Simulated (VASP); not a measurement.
A run of VASP 6.6.1 is set up as follows.

INCAR

```
PREC = Accurate
ENCUT = 600
EDIFF = 1E-6
ISMEAR = 0
SIGMA = 0.05
LREAL = F
LASPH = T
NELM = 120
ALGO = Normal
ISIF = 2
LWAVE = F
LCHARG = F
GGA = PE
NBANDS = 11
GGA_COMPAT = F
```

Contents of KPOINTS:

```
Automatic mesh
0
Gamma
  4 4 4
```

Contents of POSCAR:

```
SiC
1.0
    0.0000000000      2.1740000000      2.1740000000
    2.1740000000      0.0000000000      2.1740000000
    2.1740000000      2.1740000000      0.0000000000
Si C
1 1
Direct
    0.0000000000      0.0000000000     -0.0975768327
    0.7500000000      0.7500000000      0.7500000000
```

Potentials or basis: VASP PAW PBE potentials, release 64 (Si, C).

Run with:

```bash
$ cat potpaw_PBE.64/Si/POTCAR potpaw_PBE.64/C/POTCAR > POTCAR
$ mpirun -np 1 vasp_std > vasp.out
```

Question: Predict the largest force.

Answer: 7.048 eV/Å.

Question: What does it give for the pressure?

Answer: 16.5 GPa.

Question: What does it give for the band gap on the k mesh?

Answer: Zero (band 4 reaches 9.27 eV, above the bottom of band 5 at 9.26 eV).

Forces in eV/Å, atoms in the order of the input:
```
Si   4.403  4.403  3.301
C   -4.403 -4.403 -3.301
```

Caveat: the k points lie up to 0.63 Å⁻¹ apart; the cell differs from its parent crystal (atom 1 (Si) moved by (-0.300, +0.000) A along [1 1 0] and z); forces of over 1 eV/Å act on the atoms, so gaps and moduli don't describe the material at rest.
